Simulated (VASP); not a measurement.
Here is a VASP 6.6.1 calculation.

INCAR

```
PREC = Accurate
ENCUT = 520
EDIFF = 1E-6
ISMEAR = 0
SIGMA = 0.1
LREAL = F
LASPH = T
NELM = 60
ALGO = Normal
ISIF = 2
LWAVE = F
LCHARG = F
GGA = PE
NBANDS = 32
```

The input KPOINTS:

```
Automatic mesh
0
Gamma
  6 6 2
```

The input POSCAR:

```
HfZrSe4
1.0
    3.7855173000      0.0000000000      0.0000000000
   -1.8927587000      3.2783542000      0.0000000000
    0.0000000000      0.0000000000     13.9291595000
Zr Hf Se
1 1 4
Direct
    0.0000000000      0.0000000000      0.0000000000
    0.0000000000      0.0000000000      0.5000000000
    0.3333333000      0.6666667000      0.8859410000
    0.3333333000      0.6666667000      0.3872710000
    0.6666667000      0.3333333000      0.6127290000
    0.6666667000      0.3333333000      0.1140590000
```

Potentials or basis: VASP PAW PBE potentials, release 64 (Zr_sv, Hf_pv, Se).

Run with:

```sh
$ cat potpaw_PBE.64/Zr_sv/POTCAR potpaw_PBE.64/Hf_pv/POTCAR potpaw_PBE.64/Se/POTCAR > POTCAR
$ mpirun -np 1 vasp_std > vasp.out
```

(1) Estimate the largest force.

(2) Predict the pressure.

(3) Estimate the band gap on the k mesh.

Answers

(1) 0.056 eV/Å.

(2) 0.0 GPa.

(3) 0.42 eV (least direct gap 1.10 eV).

Caveat: semilocal functionals underestimate gaps, and a narrow one can read as zero; spin-orbit coupling is left out, which moves the levels of the heavy elements; this functional lacks dispersion, which binds layers or chains, so the pressure and a relaxed spacing across them are unreliable.
